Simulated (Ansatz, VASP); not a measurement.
# One calculation of Mg3Be, two programs

```xyz
4
Lattice="-2.2612 2.2612 3.6414 2.2612 -2.2612 3.6414 2.2612 2.2612 -3.6414" Properties=species:S:1:pos:R:3 pbc="T T T"
Mg    0.0000    2.2612    1.8207
Mg    2.2612    0.0000    1.8207
Mg    0.0000    0.0000    0.0000
Be    0.0000    0.0000    3.6414
```

Change from the starting cell: the structure that the rattled cell fell into.

Alike in both runs: functional PBE; k mesh 14 × 14 × 14; occupations gaussian, width 0.1 eV; no spin polarisation.

Ansatz relaxed the structure, and its values are those at the end. VASP's run is a single point on that final structure, the one shown.

```csv
,VASP,Ansatz
version,VASP 6.6.1,Ansatz 0.2.0
potentials or method,"VASP PAW PBE potentials, release 64 (Mg, Be), cutoff 520 eV","scalar-relativistic, plane waves, PAW"
valence electrons in the cell,8,32
```

Ansatz gave:

| Item | Value |
| --- | --- |
| gap on the k mesh at the Fermi level (eV) | none |
| pressure (GPa) | 0.0 |

Question: Which values does VASP return?

Answer: gap on the k mesh at the Fermi level (eV): none; pressure (GPa): -0.1.

A gap of «none» marks a metal or a gap that the smearing closes. With one functional, cell and mesh, what is left measures potentials, basis and numerics. VASP's potentials hold 8 valence electrons a cell and Ansatz's 32, so a difference there can come from the potentials and not from the codes.
